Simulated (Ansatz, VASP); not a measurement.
## Eu: VASP beside Ansatz

File POSCAR:

```
Eu
1.0
   -2.3481683300      2.3481683300      2.3481683300
    2.3481683300     -2.3481683300      2.3481683300
    2.3481683300      2.3481683300     -2.3481683300
Eu
1
Direct
    0.0000000000      0.0000000000      0.0000000000
```

Contents of INCAR.step1:

```
SYSTEM = Eu
PREC = Accurate
ENCUT = 520
ISMEAR = -1
SIGMA = 0.05
LREAL = .FALSE.
LASPH = .TRUE.
NELM = 150
ISPIN = 2
MAGMOM = 7
LMAXMIX = 6
NBANDS = 18
GGA = PE
ALGO = Normal
EDIFF = 1E-4
LWAVE = .TRUE.
LCHARG = .FALSE.
```

INCAR.step2

```
SYSTEM = Eu
PREC = Accurate
ENCUT = 520
EDIFF = 1E-6
ISMEAR = -1
SIGMA = 0.05
LREAL = .FALSE.
LASPH = .TRUE.
NELM = 150
ALGO = Normal
ISIF = 2
LWAVE = .FALSE.
LCHARG = .FALSE.
ISPIN = 2
MAGMOM = 7
LORBIT = 11
LMAXMIX = 6
METAGGA = R2SCAN
LMIXTAU = .TRUE.
NBANDS = 18
ISTART = 1
```

File KPOINTS:

```
regular mesh
0
G
  8 8 8
  0 0 0
```

The input input.yaml:

```yaml
crystal:
  lattice:
    - [-2.34816833, 2.34816833, 2.34816833]
    - [2.34816833, -2.34816833, 2.34816833]
    - [2.34816833, 2.34816833, -2.34816833]
  atoms:
    - { symbol: Eu, position: [0.0, 0.0, 0.0], spin: 7.0 }
hamiltonian:
  xc: r2scan
  pseudopotentials: { kind: paw }
magnetization:
  spin_polarized: true
kpoints:
  mp_grid: { grid: [8, 8, 8] }
scf:
  occupations: { method: fermi_dirac, width: 0.05 }
output:
  forces: true
  stress: true
  eigenvalues: true
```

Alike in both runs: task single point; functional r2SCAN; k mesh 8 × 8 × 8; occupations fermi-dirac, width 0.05 eV; collinear spin.

|  | VASP | Ansatz |
| --- | --- | --- |
| version | VASP 6.6.1 | Ansatz 0.2.0 |
| potentials or method | VASP PAW PBE potentials, release 64 (Eu) | Ansatz PAW |
| plane-wave cutoff (eV) | 520 | 500 |
| valence electrons in the cell | 17 | 17 |

Ansatz gave:

| Item | Value |
| --- | --- |
| gap on the k mesh at the Fermi level (eV) | none |
| pressure (GPa) | -1.7 |
| net moment per atom (μB) | 7.72 |
| size of the moment on the site where the two differ most (μB) | 7.28 |

Task: Estimate VASP's values.

Result: gap on the k mesh at the Fermi level (eV): none; pressure (GPa): -2.1; net moment per atom (μB): 7.71; size of the moment on the site where the two differ most (μB): 6.69.

VASP's potentials were made for PBE, not for r2SCAN. Site moments also hang on the region over which each program counts them. A gap of «none» marks a metal or a gap that the smearing closes.

Neither program's run includes spin-orbit coupling. Noted on Ansatz's run: the magnetic or orbital state may not be the lowest.
